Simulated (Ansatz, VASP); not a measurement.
# One calculation of Bi, two programs

```xyz
2
Lattice="4.5390 0.0000 0.0000 -2.2695 3.9309 0.0000 0.0000 0.0000 11.9473" Properties=species:S:1:pos:R:3 pbc="T T T"
Bi    0.0000    2.6206    2.9868
Bi    2.2695    1.3103    8.9605
```

Change from the starting cell: zz strain of +1 %, PAW files.

Alike in both runs: task electric field gradients; functional PBEsol; k mesh 9 × 9 × 3; occupations fermi-dirac, width 0.03 eV; no spin polarisation.

|  | VASP | Ansatz |
| --- | --- | --- |
| version | VASP 6.6.1 | Ansatz 0.2.0 |
| potentials or method | VASP PAW PBE potentials, release 64 (Bi_d) | PAW with Ansatz's default frozen-core files, scalar-relativistic |
| plane-wave cutoff (eV) | 520 | 420 |
| valence electrons in the cell | 30 | 30 |

Ansatz gave:

```
pressure (GPa)                                                : -3.5
traceless stress, the component that is largest in VASP (GPa) : 3.16
size of Vzz on the site where it differs most (V/Å²)          : 119.5
```

Problem. Estimate VASP's values.

Solution. Pressure (GPa): -3.5; traceless stress, the component that is largest in VASP (GPa): 3.16; size of Vzz on the site where it differs most (V/Å²): 126.1.

VASP's potentials were made for PBE, not for PBEsol.

Spin-orbit coupling is off throughout.
